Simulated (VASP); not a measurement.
Input of a VASP 6.6.1 run:

POSCAR

```
SnSe
1.0
    5.1250267419      0.0000000000      0.0000000000
   -2.5625133710      4.4384033536      0.0000000000
    0.0000000000      0.0000000000      6.2348052234
Sn Se
2 2
Direct
    0.3333333333      0.6666666667     -0.0391356265
    0.6666666667      0.3333333333      0.4608643735
    0.3333333333      0.6666666667      0.4141356265
    0.6666666667      0.3333333333      0.9141356265
```

The input INCAR.step1:

```
PREC = Accurate
ENCUT = 520
ISMEAR = 0
SIGMA = 0.01
LREAL = F
LASPH = T
NELM = 60
NBANDS = 28
GGA = PE
ALGO = Normal
EDIFF = 1E-4
LWAVE = T
LCHARG = F
```

Contents of INCAR.step2:

```
PREC = Accurate
ENCUT = 520
EDIFF = 1E-7
ISMEAR = 0
SIGMA = 0.01
LREAL = F
LASPH = T
NELM = 60
ALGO = Normal
ISIF = 2
LWAVE = F
LCHARG = F
METAGGA = R2SCAN
LMIXTAU = T
NBANDS = 28
ISTART = 1
```

File KPOINTS:

```
regular mesh
0
Gamma
  6 6 4
```

Potentials or basis: VASP PAW PBE potentials, release 64 (Sn_d, Se).

Launch:

```sh
$ cat potpaw_PBE.64/Sn_d/POTCAR potpaw_PBE.64/Se/POTCAR > POTCAR
$ cp INCAR.step1 INCAR
$ mpirun -np 1 vasp_std > vasp.out
$ cp INCAR.step2 INCAR
$ mpirun -np 1 vasp_std > vasp.out
```

**Question.** What does it give for the pressure?

**Answer.** -1.1 GPa.

**Question.** What does it give for the band gap on the k mesh?

**Answer.** 1.08 eV, direct.

**Question.** What does it give for the largest force?

**Answer.** 0.065 eV/Å.

Forces in eV/Å, atoms in the order of the input:
```
Sn   0.000  0.000  0.065
Sn   0.000  0.000  0.065
Se   0.000  0.000 -0.065
Se   0.000  0.000 -0.065
```

Caveat: the PAW data sets were made with another functional, which shifts forces and pressure a little; spin-orbit coupling is left out, which moves the levels of the heavy elements. A k mesh can miss the band edges.
